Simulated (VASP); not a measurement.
# TiO2 (Pbcn) in VASP: a series of runs, part 2 of 2

VASP 6.6.1.

## (3) Single point, PBE+U

File INCAR:

```
SYSTEM = TiO2
PREC = Accurate
ENCUT = 520
EDIFF = 1E-7
ISMEAR = -1
SIGMA = 0.05
LREAL = .False.
LASPH = .True.
NELM = 150
ALGO = Normal
ISIF = 2
LWAVE = .False.
LCHARG = .False.
LMAXMIX = 4
LDAU = .True.
LDAUTYPE = 2
LDAUL = 2 -1
LDAUU = 4 0
LDAUJ = 0 0
LDAUPRINT = 1
GGA = PE
NBANDS = 60
```

File KPOINTS:

```
Automatic mesh
0
Gamma
  6 5 6
  0 0 0
```

File POSCAR:

```
TiO2
1.0
    4.5453495500      0.0000000000      0.0000000000
    0.0000000000      5.5196194400      0.0000000000
    0.0000000000      0.0000000000      4.9091968600
Ti O
4 8
Direct
    0.0000000000      0.1729909300      0.7500000000
    0.5000000000      0.3270090700      0.2500000000
    0.0000000000      0.8270090700      0.2500000000
    0.5000000000      0.6729909300      0.7500000000
    0.2714506200      0.3817246400      0.9186490800
    0.7714506200      0.1182753600      0.0813509200
    0.2285493800      0.1182753600      0.4186490800
    0.7285493800      0.3817246400      0.5813509200
    0.2714506200      0.6182753600      0.4186490800
    0.7714506200      0.8817246400      0.5813509200
    0.2285493800      0.8817246400      0.9186490800
    0.7285493800      0.6182753600      0.0813509200
```

Potentials or basis: VASP PAW PBE potentials, release 64 (Ti_sv, O).

The run is started by

```bash
$ cat potpaw_PBE.64/Ti_sv/POTCAR potpaw_PBE.64/O/POTCAR > POTCAR
$ mpirun -np 1 vasp_std > vasp.out
```

OUTCAR:

```text
SYSTEM = TiO2
   PREC = Accurate
   ENCUT = 520
   EDIFF = 1E-7
   ISMEAR = -1
   LREAL = .False.
   LASPH = .True.
   NELM = 150
   ISIF = 2
   GGA = PE

 ion  position               nearest neighbor table
   1  0.000  0.173  0.750-   5 1.88   8 1.88   7 1.95   6 1.95  10 2.09  11 2.09
   2  0.500  0.327  0.250-   6 1.88   7 1.88   5 1.95   8 1.95   9 2.09  12 2.09
   3  0.000  0.827  0.250-   9 1.88  12 1.88  11 1.95  10 1.95   6 2.09   7 2.09
   4  0.500  0.673  0.750-  10 1.88  11 1.88   9 1.95  12 1.95   5 2.09   8 2.09
   5  0.271  0.382  0.919-   1 1.88   2 1.95   4 2.09
   6  0.771  0.118  0.081-   2 1.88   1 1.95   3 2.09
   7  0.229  0.118  0.419-   2 1.88   1 1.95   3 2.09
   8  0.729  0.382  0.581-   1 1.88   2 1.95   4 2.09
   9  0.271  0.618  0.419-   3 1.88   4 1.95   2 2.09
  10  0.771  0.882  0.581-   4 1.88   3 1.95   1 2.09
  11  0.229  0.882  0.919-   4 1.88   3 1.95   1 2.09
  12  0.729  0.618  0.081-   3 1.88   4 1.95   2 2.09

  LATTYP: Found a simple orthorhombic cell.
 ALAT       =     4.5453495500
 B/A-ratio  =     1.0800482572
 C/A-ratio  =     1.2143443269

  Lattice vectors:

 A1 = (  -4.5453495500,   0.0000000000,   0.0000000000)
 A2 = (   0.0000000000,   0.0000000000,   4.9091968600)
 A3 = (   0.0000000000,   5.5196194400,   0.0000000000)

Analysis of symmetry for initial positions (statically):
=====================================================================
 Subroutine PRICEL returns:
 Original cell was already a primitive cell.

 Routine SETGRP: Setting up the symmetry group for a
 simple orthorhombic supercell.

[... 308 lines left out ...]
  o =  0.1150  v =  0.0000  0.0000  0.2246  0.0726 -0.9717  0.0000  0.0000  0.0000  0.0000  0.0000      0.0000  0.0000  0.0000  0.0000  0.0000  0.0000  0.0000  0.0000  0.0000  0.0000
  o =  0.2473  v = -0.8251  0.5650  0.0000 -0.0000  0.0000  0.0000  0.0000  0.0000  0.0000  0.0000      0.0000  0.0000  0.0000  0.0000  0.0000  0.0000  0.0000  0.0000  0.0000  0.0000
  o =  0.2473  v =  0.0000  0.0000  0.0000  0.0000  0.0000 -0.8251  0.5650  0.0000 -0.0000  0.0000      0.0000  0.0000  0.0000  0.0000  0.0000  0.0000  0.0000  0.0000  0.0000  0.0000
  o =  0.2582  v =  0.0000  0.0000 -0.5221 -0.8331 -0.1829  0.0000  0.0000  0.0000  0.0000  0.0000      0.0000  0.0000  0.0000  0.0000  0.0000  0.0000  0.0000  0.0000  0.0000  0.0000
  o =  0.2582  v =  0.0000  0.0000  0.0000  0.0000  0.0000  0.0000  0.0000 -0.5221 -0.8331 -0.1829      0.0000  0.0000  0.0000  0.0000  0.0000  0.0000  0.0000  0.0000  0.0000  0.0000

 number of electron      96.0000013 magnetization

 Free energy of the ion-electron system (eV)
  ---------------------------------------------------
  ext. energy  EPLUGINS =         0.00000000
  ---------------------------------------------------
  free energy    TOTEN  =       -96.50920880 eV

  energy without entropy =      -96.50920880  energy(sigma->0) =      -96.50920880

 E-fermi :   6.0842     XC(G=0): -11.5357

 val. band max:        4.9245333059   @ k =   0.0000   0.0000   0.0000
 cond. band min:       7.9997992360   @ k =   0.0000   0.0000   0.5000
 fundamental gap:      3.0752659300
 Fermi energy:         6.0842343877

 k-point     1 :       0.0000    0.0000    0.0000
  band No.  band energies     occupation
      1     -52.5465      2.00000
      2     -52.5259      2.00000
      3     -52.5182      2.00000
      4     -52.5129      2.00000
      5     -28.9139      2.00000
      6     -28.8504      2.00000
[... 1501 lines left out ...]
     59       9.4178      0.00000
     60       9.4178      0.00000

 [... further k-points ...]
[... 5 lines left out ...]
  --------------------------------------------------------------------------------------
  -------------------------------------------------------------------------------------
  Total       10.1256526      8.5402068     10.4632179      0.0000000      0.0000000      0.0000000
  in kB      131.7184872    111.0943820    136.1096703      0.0000000      0.0000000      0.0000000
  external PRESSURE =     126.3075131 kB  Pullay stress =       0.0000000 kB

 VOLUME and BASIS-vectors are now :
 -----------------------------------------------------------------------------
  energy-cutoff  :      520.00
  volume of cell :      123.16
      direct lattice vectors                 reciprocal lattice vectors
     4.545349550  0.000000000  0.000000000     0.220005082  0.000000000  0.000000000
     0.000000000  5.519619440  0.000000000     0.000000000  0.181171911  0.000000000
     0.000000000  0.000000000  4.909196860     0.000000000  0.000000000  0.203699307

 POSITION                                       TOTAL-FORCE (eV/Angst)
 -----------------------------------------------------------------------------------
      0.00000      0.95484      3.68190         0.000000     -0.525001      0.000000
      2.27267      1.80497      1.22730         0.000000      0.525001      0.000000
      0.00000      4.56478      1.22730         0.000000      0.525001      0.000000
      2.27267      3.71465      3.68190        -0.000000     -0.525001      0.000000
      1.23384      2.10697      4.50983         0.106138      0.374247      0.021588
      3.50651      0.65283      0.39937         0.106138     -0.374247     -0.021588
      1.03884      0.65283      2.05523        -0.106138     -0.374247      0.021588
      3.31151      2.10697      2.85397        -0.106138      0.374247     -0.021588
      1.23384      3.41264      2.05523         0.106138     -0.374247      0.021588
      3.50651      4.86678      2.85397         0.106138      0.374247     -0.021588
      1.03884      4.86678      4.50983        -0.106138      0.374247      0.021588
      3.31151      3.41264      0.39937        -0.106138     -0.374247     -0.021588
 -----------------------------------------------------------------------------------
    total drift:                                0.000000      0.000000      0.000000

  FREE ENERGIE OF THE ION-ELECTRON SYSTEM (eV)
  ---------------------------------------------------
  free  energy   TOTEN  =       -96.5092088032 eV

  energy  without entropy=      -96.5092088032  energy(sigma->0) =      -96.50920880
```

OSZICAR:

```text
N       E                     dE             d eps       ncg     rms          rms(c)
DAV:   1     0.155523405339E+04    0.15552E+04   -0.47408E+04  5760   0.192E+03
DAV:   2     0.193869619061E+03   -0.13614E+04   -0.12900E+04  5812   0.601E+02
DAV:   3    -0.111389915679E+03   -0.30526E+03   -0.29589E+03  7292   0.248E+02
DAV:   4    -0.133791978705E+03   -0.22402E+02   -0.22345E+02  8416   0.727E+01
DAV:   5    -0.135090209732E+03   -0.12982E+01   -0.12976E+01  8848   0.143E+01    0.453E+01
DAV:   6    -0.959125942303E+02    0.39178E+02   -0.20252E+02  8168   0.101E+02    0.151E+01
DAV:   7    -0.965073939551E+02   -0.59480E+00   -0.21254E+01  8160   0.231E+01    0.963E+00
DAV:   8    -0.966035721540E+02   -0.96178E-01   -0.41713E+00  7524   0.136E+01    0.407E+00
DAV:   9    -0.965009416887E+02    0.10263E+00   -0.16437E+00  7436   0.913E+00    0.204E+00
DAV:  10    -0.965236784613E+02   -0.22737E-01   -0.47431E-01  8336   0.367E+00    0.933E-01
DAV:  11    -0.965090069064E+02    0.14672E-01   -0.85790E-02  7320   0.174E+00    0.137E-01
DAV:  12    -0.965096029225E+02   -0.59602E-03   -0.42331E-03  7584   0.443E-01    0.160E-01
DAV:  13    -0.965092007004E+02    0.40222E-03   -0.15060E-03  7856   0.246E-01    0.198E-02
DAV:  14    -0.965092187186E+02   -0.18018E-04   -0.12494E-04  8864   0.605E-02    0.358E-02
DAV:  15    -0.965092083393E+02    0.10379E-04   -0.72338E-05  7500   0.657E-02    0.421E-03
DAV:  16    -0.965092087602E+02   -0.42086E-06   -0.30453E-06  7160   0.114E-02    0.140E-03
DAV:  17    -0.965092088888E+02   -0.12856E-06   -0.94054E-08  4340   0.209E-03    0.729E-04
DAV:  18    -0.965092088032E+02    0.85522E-07   -0.60081E-08  3256   0.130E-03
   1 F= -.96509209E+02 E0= -.96509209E+02  d E =-.878122E-11
```

Wall time 6.5 min (1 thread of Oxide Virtual Turin-like, shared host); peak memory 0.35 GiB.

Results:

```yaml
Free_energy: -96.5092 eV
Pressure: 12.6 GPa
Largest_force: 0.525 eV/Å
Band_gap_on_the_k_mesh: 3.08 eV (least direct gap 3.16 eV)
```

Forces on the atoms (eV/Å):
```
Ti   0.000 -0.525  0.000
Ti   0.000  0.525  0.000
Ti   0.000  0.525  0.000
Ti   0.000 -0.525  0.000
O    0.106  0.374  0.022
O    0.106 -0.374 -0.022
O   -0.106 -0.374  0.022
O   -0.106  0.374 -0.022
O    0.106 -0.374  0.022
O    0.106  0.374 -0.022
O   -0.106  0.374  0.022
O   -0.106 -0.374 -0.022
```

Levels at points of the mesh, in eV from the valence-band top:
| k point | band 46 | band 47 | band 48 | band 49 | band 50 | band 51 |
| --- | --- | --- | --- | --- | --- | --- |
| (0.00, 0.00, 0.00) | -0.40 | -0.03 | 0.00 | 3.16 | 3.20 | 3.26 |
| (0.50, 0.00, 0.00) | -0.44 | -0.24 | -0.24 | 3.57 | 3.57 | 3.76 |
| (0.00, 0.00, 0.50) | -0.39 | -0.31 | -0.31 | 3.08 | 3.08 | 3.57 |
| (0.50, 0.00, 0.50) | -0.50 | -0.50 | -0.50 | 3.45 | 3.45 | 3.45 |

Eigenvalues of the final occupation matrices:
```tsv
site	spin	trace	eigenvalues
site 1 d	1	0.81	0.09 0.10 0.12 0.25 0.26
site 1 d	2	0.81	0.09 0.10 0.12 0.25 0.26
site 2 d	1	0.81	0.09 0.10 0.12 0.25 0.26
site 2 d	2	0.81	0.09 0.10 0.12 0.25 0.26
site 3 d	1	0.81	0.09 0.10 0.12 0.25 0.26
site 3 d	2	0.81	0.09 0.10 0.12 0.25 0.26
site 4 d	1	0.81	0.09 0.10 0.12 0.25 0.26
site 4 d	2	0.81	0.09 0.10 0.12 0.25 0.26
```

Caveat: the cell stands under pressure; an odd mesh through Γ misses points on the zone boundary, where band edges can lie.
